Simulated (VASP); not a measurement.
# AlNi (Pm-3m) in VASP: a series of runs, part 3 of 3

VASP 6.6.1.

### Step 6. Vibrations by perturbation theory, LDA (11.54 Å³/atom)

This run uses another cell than the first one, of 11.54 Å³/atom.

The input, INCAR:

```
ALGO = Normal ; EDIFF = 1E-8
ENCUT = 520 ; GGA = CA
IBRION = 8 ; ISIF = 2
ISMEAR = -1 ; LASPH = T
LCHARG = T ; LREAL = F
LWAVE = F ; NELM = 100
NSW = 1 ; PREC = Accurate
SIGMA = 0.08
```

The input, KPOINTS:

```
k-points
0
Gamma
  12 12 12
```

The input, POSCAR:

```
AlNi
1.0
    2.8471139831      0.0000000000      0.0000000000
    0.0000000000      2.8471139831      0.0000000000
    0.0000000000      0.0000000000      2.8471139831
Al Ni
1 1
Direct
    0.0000000000      0.0000000000      0.0000000000
    0.5000000000      0.5000000000      0.5000000000
```

Potentials or basis: VASP PAW LDA potentials, release 64 (Al, Ni).

Command:

```sh
cat potpaw_LDA.64/Al/POTCAR potpaw_LDA.64/Ni/POTCAR > POTCAR
mpirun -np 1 vasp_std > vasp.out
```

OUTCAR:

```text
EDIFF = 1E-8
   ENCUT = 520
   GGA = CA
   IBRION = 8
   ISIF = 2
   ISMEAR = -1
   LASPH = T
   LREAL = F
   NELM = 100
   NSW = 1
   PREC = Accurate

 ion  position               nearest neighbor table
   1  0.000  0.000  0.000-   2 2.47   2 2.47   2 2.47   2 2.47   2 2.47   2 2.47   2 2.47   2 2.47

   2  0.500  0.500  0.500-   1 2.47   1 2.47   1 2.47   1 2.47   1 2.47   1 2.47   1 2.47   1 2.47

  LATTYP: Found a simple cubic cell.
 ALAT       =     2.8471139831

  Lattice vectors:

 A1 = (   2.8471139831,   0.0000000000,   0.0000000000)
 A2 = (   0.0000000000,   2.8471139831,   0.0000000000)
 A3 = (   0.0000000000,   0.0000000000,   2.8471139831)

Analysis of symmetry for initial positions (statically):
=====================================================================
 Subroutine PRICEL returns:
 Original cell was already a primitive cell.

 Routine SETGRP: Setting up the symmetry group for a
 simple cubic supercell.

 Subroutine GETGRP returns: Found 48 space group operations
 (whereof 48 operations were pure point group operations)
 out of a pool of 48 trial point group operations.

The static configuration has the point symmetry O_h .

Analysis of symmetry for dynamics (positions and initial velocities):
=====================================================================
 Subroutine PRICEL returns:
 Original cell was already a primitive cell.

 Routine SETGRP: Setting up the symmetry group for a
 simple cubic supercell.

 Subroutine GETGRP returns: Found 48 space group operations
 (whereof 48 operations were pure point group operations)
 out of a pool of 48 trial point group operations.

The dynamic configuration has the point symmetry O_h .

 Subroutine INISYM returns: Found 48 space group operations
 (whereof 48 operations are pure point group operations),
 and found     1 'primitive' translations

----------------------------------------------------------------------------------------

                                     Primitive cell

  volume of cell :      23.0789

  direct lattice vectors                    reciprocal lattice vectors
     2.847113983  0.000000000  0.000000000     0.351232865  0.000000000  0.000000000
     0.000000000  2.847113983  0.000000000     0.000000000  0.351232865  0.000000000
     0.000000000  0.000000000  2.847113983     0.000000000  0.000000000  0.351232865

  length of vectors
     2.847113983  2.847113983  2.847113983     0.351232865  0.351232865  0.351232865

  position of ions in fractional coordinates (direct lattice)
     0.000000000  0.000000000  0.000000000
     0.500000000  0.500000000  0.500000000

  ion indices of the primitive-cell ions
   primitive index   ion index
                 1           1
                 2           2
[... 135 lines left out ...]
      5       8.5853      2.00000
      6       8.5853      2.00000
      7      15.8468      0.00000
      8      15.8468      0.00000
      9      15.8468      0.00000
     10      18.5636      0.00000
[... 287 lines left out ...]
 k-point    24 :       0.4167    0.3333    0.0000
  band No.  band energies     occupation
      1       3.6346      2.00000
      2       5.7349      2.00000
      3       7.2572      2.00000
      4       7.6950      2.00000
      5       8.0161      2.00000
      6       8.1646      2.00000
      7       9.6501      1.99902
      8      12.8160      0.00000
      9      14.9427      0.00000
     10      21.4654      0.00000

 [... further k-points ...]

------------------------ aborting loop because EDIFF is reached ----------------------------------------

  FORCE on cell =-STRESS in cart. coord.  units (eV):
  Direction    XX          YY          ZZ          XY          YZ          ZX
  --------------------------------------------------------------------------------------
  -------------------------------------------------------------------------------------
  Total       -0.3460449     -0.3460449     -0.3460449     -0.0000000      0.0000000     -0.0000000
  in kB      -24.0230706    -24.0230706    -24.0230706     -0.0000000      0.0000000     -0.0000000
  external PRESSURE =     -24.0230706 kB  Pullay stress =       0.0000000 kB

 VOLUME and BASIS-vectors are now :
 -----------------------------------------------------------------------------
  energy-cutoff  :      520.00
  volume of cell :       23.08
      direct lattice vectors                 reciprocal lattice vectors
     2.847113983  0.000000000  0.000000000     0.351232865  0.000000000  0.000000000
     0.000000000  2.847113983  0.000000000     0.000000000  0.351232865  0.000000000
     0.000000000  0.000000000  2.847113983     0.000000000  0.000000000  0.351232865

 POSITION                                       TOTAL-FORCE (eV/Angst)
 -----------------------------------------------------------------------------------
      0.00000      0.00000      0.00000         0.000000      0.000000      0.000000
      1.42356      1.42356      1.42356         0.000000      0.000000      0.000000
 -----------------------------------------------------------------------------------
    total drift:                                0.000000      0.000000     -0.000000

  FREE ENERGIE OF THE ION-ELECTRON SYSTEM (eV)
  ---------------------------------------------------
  free  energy   TOTEN  =       -12.2006220793 eV

  energy  without entropy=      -12.1830653765  energy(sigma->0) =      -12.19184373

[... ionic steps 2 to 3 ...]

--------------------------------------- Ionic step        4  -------------------------------------------

------------------------ aborting loop because EDIFF is reached ----------------------------------------

[... ionic steps 5 to 6 ...]

--------------------------------------- Ionic step        7  -------------------------------------------

 Free energy of the ion-electron system (eV)
  ---------------------------------------------------
  ---------------------------------------------------
  free energy    TOTEN  =        -0.18673714 eV

  energy without entropy =       -0.18673713

------------------------ aborting loop because EDIFF is reached ----------------------------------------

 INTERNAL STRAIN TENSOR  FOR ION    2  DIRECTION 1   (eV/Angst):
 -----------------------------------------------------------------------------
     0.03159  0.00000 -0.00000
    -0.00000  0.00921 -0.00000
    -0.00000 -0.00000  0.00921

 INTERNAL STRAIN TENSOR FOR ION    2 for displacements in x,y,z  (eV/Angst):
          X           Y           Z          XY          YZ          ZX
  --------------------------------------------------------------------------------
  x     0.00000     0.00000     0.00000     0.00000     0.00000     0.00000
  y     0.00000     0.00000     0.00000     0.00000     0.00000     0.00000
  z     0.00000     0.00000     0.00000     0.00000     0.00000     0.00000

 SECOND DERIVATIVES (NOT SYMMETRIZED)
 ------------------------------------
               1X          1Y          1Z          2X          2Y          2Z
  1X    -6.105127    0.000000    0.000000    6.105127    0.000000   -0.000000
  1Y     0.000000   -6.105127    0.000000   -0.000000    6.105127   -0.000000
  1Z    -0.000000   -0.000000   -6.105127    0.000000    0.000000    6.105127
  2X     6.116161    0.000000   -0.000000   -6.116161   -0.000000    0.000000
  2Y     0.000000    6.116161    0.000000   -0.000000   -6.116161   -0.000000
  2Z     0.000000    0.000000    6.116161   -0.000000   -0.000000   -6.116161

 Eigenvectors and eigenvalues of the dynamical matrix
 ----------------------------------------------------

   1 f  =    8.987265 THz    56.468648 2PiTHz  299.782875 cm-1    37.168323 meV
             X         Y         Z           dx          dy          dz
      0.000000  0.000000  0.000000    -0.827450   -0.000052    0.000000
      1.423557  1.423557  1.423557     0.561540    0.000035    0.000000
[... 21 lines left out ...]
   6 f/i=    0.003770 THz     0.023690 2PiTHz    0.125766 cm-1     0.015593 meV
             X         Y         Z           dx          dy          dz
      0.000000  0.000000  0.000000    -0.028925   -0.560795    0.000000
      1.423557  1.423557  1.423557    -0.042622   -0.826351    0.000000

--------------------------------------------------------------------------------------------------------

 ELASTIC MODULI CONTR FROM IONIC RELAXATION (kBar)
 Direction    XX          YY          ZZ          XY          YZ          ZX
 --------------------------------------------------------------------------------
 XX           0.0000      0.0000      0.0000      0.0000      0.0000      0.0000
 YY           0.0000      0.0000      0.0000      0.0000      0.0000      0.0000
 ZZ           0.0000      0.0000      0.0000      0.0000      0.0000      0.0000
 XY           0.0000      0.0000      0.0000      0.0000      0.0000      0.0000
 YZ           0.0000      0.0000      0.0000      0.0000      0.0000      0.0000
 ZX           0.0000      0.0000      0.0000      0.0000      0.0000      0.0000
 --------------------------------------------------------------------------------
```

stdout:

```text
POSCAR found type information on POSCAR AlNi
 POSCAR found :  2 types and       2 ions
 scaLAPACK will be used
 LDA part: xc-table for (Slater(with rela. corr.)+CA(PZ))
 , standard interpolation
 POSCAR, INCAR and KPOINTS ok, starting setup
 FFT: planning ... GRIDC
 FFT: planning ... GRID_SOFT
 FFT: planning ... GRID
 WAVECAR not read
 entering main loop
 Linear response reoptimize wavefunctions to high precision
 Linear response DOF=           2
 Linear response progress:
 first order change of Fermi-energy  -0.10179E-03
 force on displaced ion       1 direction 1 :  -6.105   0.000   0.000
 Linear response progress:
 first order change of Fermi-energy   0.25178E-02
 force on displaced ion       2 direction 1 :  -6.116   0.000  -0.000
 Linear response finished
```

It took 2.3 min on 1 thread of Intel Xeon 8259CL, shared host; peak memory 0.24 GiB.

Results:

- Highest phonon frequency at Γ: 300 cm⁻¹

Phonon frequencies in cm⁻¹ (negative: imaginary):
```csv
q point,frequencies
"(0.000, 0.000, 0.000)",0 0 0 300 300 300
```

Caveat: the cell stands under pressure or tension, which shifts response properties. Spin polarisation is off, so any magnetic state and its effect on volume and gap are missing.

### Step 7. Vibrations by perturbation theory, LDA (11.54 Å³/atom)

This run uses another cell than the first one, of 11.54 Å³/atom.

The input, INCAR:

```
  PREC = Accurate
  ENCUT = 520
  EDIFF = 1E-8
  ISMEAR = -1
  SIGMA = 0.08
  LREAL = F
  LASPH = T
  NELM = 80
  ALGO = Normal
  ISIF = 2
  LWAVE = F
  LCHARG = F
  IBRION = 8
  NSW = 1
```

The input, KPOINTS:

```
Automatic mesh
0
Gamma
  12 12 12
```

POSCAR is that of step 6.

Potentials or basis: VASP PAW LDA potentials, release 64 (Al, Ni).

Command:

```sh
cat potpaw_LDA.64/Al/POTCAR potpaw_LDA.64/Ni/POTCAR > POTCAR
mpirun -np 1 vasp_std > vasp.out
```

OUTCAR:

```text
PREC = Accurate
   ENCUT = 520
   EDIFF = 1E-8
   ISMEAR = -1
   LREAL = F
   LASPH = T
   NELM = 80
   ISIF = 2
   IBRION = 8
   NSW = 1

 ion  position               nearest neighbor table
   1  0.000  0.000  0.000-   2 2.47   2 2.47   2 2.47   2 2.47   2 2.47   2 2.47   2 2.47   2 2.47

   2  0.500  0.500  0.500-   1 2.47   1 2.47   1 2.47   1 2.47   1 2.47   1 2.47   1 2.47   1 2.47

  LATTYP: Found a simple cubic cell.
 ALAT       =     2.8471139831

  Lattice vectors:

 A1 = (   2.8471139831,   0.0000000000,   0.0000000000)
 A2 = (   0.0000000000,   2.8471139831,   0.0000000000)
 A3 = (   0.0000000000,   0.0000000000,   2.8471139831)

Analysis of symmetry for initial positions (statically):
=====================================================================
 Subroutine PRICEL returns:
 Original cell was already a primitive cell.

 Routine SETGRP: Setting up the symmetry group for a
 simple cubic supercell.

 Subroutine GETGRP returns: Found 48 space group operations
 (whereof 48 operations were pure point group operations)
 out of a pool of 48 trial point group operations.

The static configuration has the point symmetry O_h .

Analysis of symmetry for dynamics (positions and initial velocities):
=====================================================================
 Subroutine PRICEL returns:
 Original cell was already a primitive cell.

 Routine SETGRP: Setting up the symmetry group for a
 simple cubic supercell.

 Subroutine GETGRP returns: Found 48 space group operations
 (whereof 48 operations were pure point group operations)
 out of a pool of 48 trial point group operations.

[... 495 lines left out ...]
    total drift:                                0.000000      0.000000     -0.000000

  FREE ENERGIE OF THE ION-ELECTRON SYSTEM (eV)
  ---------------------------------------------------
  free  energy   TOTEN  =       -12.2006220793 eV

  energy  without entropy=      -12.1830653765  energy(sigma->0) =      -12.19184373

[... ionic steps 2 to 3 ...]

--------------------------------------- Ionic step        4  -------------------------------------------

------------------------ aborting loop because EDIFF is reached ----------------------------------------

[... ionic steps 5 to 6 ...]

--------------------------------------- Ionic step        7  -------------------------------------------

 Free energy of the ion-electron system (eV)
  ---------------------------------------------------
  ---------------------------------------------------
  free energy    TOTEN  =        -0.18673714 eV

  energy without entropy =       -0.18673713

------------------------ aborting loop because EDIFF is reached ----------------------------------------

 INTERNAL STRAIN TENSOR  FOR ION    2  DIRECTION 1   (eV/Angst):
 -----------------------------------------------------------------------------
     0.03159  0.00000 -0.00000
    -0.00000  0.00921 -0.00000
    -0.00000 -0.00000  0.00921

 INTERNAL STRAIN TENSOR FOR ION    2 for displacements in x,y,z  (eV/Angst):
          X           Y           Z          XY          YZ          ZX
  --------------------------------------------------------------------------------
  x     0.00000     0.00000     0.00000     0.00000     0.00000     0.00000
  y     0.00000     0.00000     0.00000     0.00000     0.00000     0.00000
  z     0.00000     0.00000     0.00000     0.00000     0.00000     0.00000

 SECOND DERIVATIVES (NOT SYMMETRIZED)
 ------------------------------------
               1X          1Y          1Z          2X          2Y          2Z
  1X    -6.105127    0.000000    0.000000    6.105127    0.000000   -0.000000
  1Y     0.000000   -6.105127    0.000000   -0.000000    6.105127   -0.000000
  1Z    -0.000000   -0.000000   -6.105127    0.000000    0.000000    6.105127
  2X     6.116161    0.000000   -0.000000   -6.116161   -0.000000    0.000000
  2Y     0.000000    6.116161    0.000000   -0.000000   -6.116161   -0.000000
  2Z     0.000000    0.000000    6.116161   -0.000000   -0.000000   -6.116161

 Eigenvectors and eigenvalues of the dynamical matrix
 ----------------------------------------------------

   1 f  =    8.987265 THz    56.468648 2PiTHz  299.782875 cm-1    37.168323 meV
             X         Y         Z           dx          dy          dz
      0.000000  0.000000  0.000000    -0.827450   -0.000052    0.000000
      1.423557  1.423557  1.423557     0.561540    0.000035    0.000000
[... 21 lines left out ...]
   6 f/i=    0.003770 THz     0.023690 2PiTHz    0.125766 cm-1     0.015593 meV
             X         Y         Z           dx          dy          dz
      0.000000  0.000000  0.000000    -0.028925   -0.560795    0.000000
      1.423557  1.423557  1.423557    -0.042622   -0.826351    0.000000

--------------------------------------------------------------------------------------------------------

 ELASTIC MODULI CONTR FROM IONIC RELAXATION (kBar)
 Direction    XX          YY          ZZ          XY          YZ          ZX
 --------------------------------------------------------------------------------
 XX           0.0000      0.0000      0.0000      0.0000      0.0000      0.0000
 YY           0.0000      0.0000      0.0000      0.0000      0.0000      0.0000
 ZZ           0.0000      0.0000      0.0000      0.0000      0.0000      0.0000
 XY           0.0000      0.0000      0.0000      0.0000      0.0000      0.0000
 YZ           0.0000      0.0000      0.0000      0.0000      0.0000      0.0000
 ZX           0.0000      0.0000      0.0000      0.0000      0.0000      0.0000
 --------------------------------------------------------------------------------
```

It took 2.1 min on 1 thread of Intel Xeon 8259CL, shared host; peak memory 0.25 GiB.

What came out:

```yaml
Highest_phonon_frequency_at_Γ: 300 cm⁻¹
```

Phonon frequencies in cm⁻¹ (negative: imaginary):
```tsv
q point	frequencies
(0.000, 0.000, 0.000)	0 0 0 300 300 300
```

Caveat: the cell stands under pressure or tension, which shifts response properties. Spin polarisation is off, so any magnetic state and its effect on volume and gap are missing.
